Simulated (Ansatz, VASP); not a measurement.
# CdS5 in VASP and in Ansatz

```
Cd S
1.0
     6.78553    0.00000    0.00000
    -3.39276    5.87644    0.00000
     0.00000    0.00000    3.15586
Cd S
1 5
Direct
  0.00000 0.00000 0.00000
  0.33333 0.66667 0.00000
  0.66667 0.33333 0.00000
  0.50000 0.00000 0.50000
  0.50000 0.50000 0.50000
  0.00000 0.50000 0.50000
```

Change from the starting cell: species swapped into the LaCo5 type (P6/mmm, No. 191).

Alike in both runs: functional PBE; k mesh 3 × 3 × 4; occupations gaussian, width 0.1 eV; no spin polarisation.

Ansatz relaxed the structure, and its values are those at the end. VASP's run is a single point on that final structure, the one shown.

|  | VASP | Ansatz |
| --- | --- | --- |
| version | VASP 6.6.1 | Ansatz 0.2.0 |
| potentials or method | VASP PAW PBE potentials, release 64 (Cd, S), cutoff 520 eV | scalar-relativistic, plane waves, PAW |
| valence electrons in the cell | 42 | 50 |

Ansatz gave:

| Item | Value |
| --- | --- |
| gap on the k mesh at the Fermi level (eV) | none |
| pressure (GPa) | 0.1 |

**Question.** Which values does VASP return?

**Answer.** gap on the k mesh at the Fermi level (eV): none; pressure (GPa): 0.0.

A gap of «none» marks a metal or a gap that the smearing closes. VASP's potentials hold 42 valence electrons a cell and Ansatz's 50, so a difference there can come from the potentials and not from the codes.

The k mesh is coarse, so the values compare programs but aren't converged.
